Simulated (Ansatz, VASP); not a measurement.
**BeCu2Si2: VASP beside Ansatz**

```xyz
5
Lattice="0.0000 3.5447 0.0000 3.5447 0.0000 0.0000 1.7724 1.7724 -4.5159" Properties=species:S:1:pos:R:3 pbc="T T T"
Cu    1.7724    3.5447   -2.2579
Cu    3.5447    1.7724   -2.2579
Si    1.7724    1.7724   -1.1922
Si    3.5447    3.5447   -3.3237
Be    0.0000    0.0000    0.0000
```

Alike in both runs: task single point; functional r2SCAN; k mesh 6 × 6 × 6; no spin polarisation.

```csv
,VASP,Ansatz
version,VASP 6.6.1,Ansatz 0.2.0
potentials or method,"VASP PAW PBE potentials, release 64 (Cu, Si, Be), cutoff 520 eV",PAW plane waves
occupations,"fermi-dirac, width 0.1 eV",fermi-dirac
valence electrons in the cell,32,48
```

VASP gave:

| Property | Result |
| --- | --- |
| gap on the k mesh at the Fermi level (eV) | none |
| rms of the force components (eV/Å) | 2.651 |

**Question.** Which values does Ansatz return?

**Answer.** gap on the k mesh at the Fermi level (eV): none; rms of the force components (eV/Å): 2.640.

VASP's potentials were made for PBE, not for r2SCAN. Atom by atom the forces differ by 0.012 eV/Å (rms over components). A gap of «none» marks a metal or a gap that the smearing closes. VASP's potentials hold 32 valence electrons a cell and Ansatz's 48, so a difference there can come from the potentials and not from the codes.
